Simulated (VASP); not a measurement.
Set up this calculation in VASP 6.6.1, as the native input.

| Item | Value |
| --- | --- |
| Task | single point |
| Functional | PBE |
| Potentials or basis | VASP PAW PBE potentials, release 64 (Si, W_sv) |
| Cutoff | 520 eV |
| k mesh | 4 × 4 × 4 |
| Occupations | gaussian, width 0.2 eV |
| Spin | no spin polarisation |
| Dipole correction | no |
| Further INCAR settings | ALGO = Normal; EDIFF = 1e-06; NBANDS = 41 |

The structure of SiW2 lies in POSCAR:

```
SiW2
1.0
   -2.9878579139      2.9878579139      2.4623867185
    2.9878579139     -2.9878579139      2.4623867185
    2.9878579139      2.9878579139     -2.4623867185
Si W
2 4
Direct
    0.2500000000      0.2500000000      0.0000000000
    0.7500000000      0.7500000000      0.0000000000
    0.1585256803      0.6585256803      0.8170513606
    0.8414743197      0.3414743197      0.1829486394
    0.6585256803      0.8414743197      0.5000000000
    0.3414743197      0.1585256803      0.5000000000
```

The input as run:

INCAR

```
PREC = Accurate
ENCUT = 520
EDIFF = 1E-6
ISMEAR = 0
SIGMA = 0.2
LREAL = False
LASPH = True
NELM = 100
ALGO = Normal
ISIF = 2
LWAVE = False
LCHARG = False
GGA = PE
NBANDS = 41
```

KPOINTS

```
Automatic mesh
0
Gamma
  4 4 4
```

Potentials or basis: VASP PAW PBE potentials, release 64 (Si, W_sv).

The run is started by

```bash
$ cat potpaw_PBE.64/Si/POTCAR potpaw_PBE.64/W_sv/POTCAR > POTCAR
$ mpirun -np 1 vasp_std > vasp.out
```

Results of the run:

```yaml
Pressure: 0.3 GPa
Largest_force: 0.019 eV/Å
Band_gap_on_the_k_mesh: zero (band 32 reaches 11.76 eV, above the bottom of band 33 at 11.05 eV)
```

Caveat: the k points lie up to 0.41 Å⁻¹ apart; spin-orbit coupling is left out, which moves the levels of the heavy elements.

Run time: 21 s on 1 thread of Intel(R) Xeon(R) 6975P-C (Granite Rapids), with other jobs on the host, peak memory 0.21 GiB.
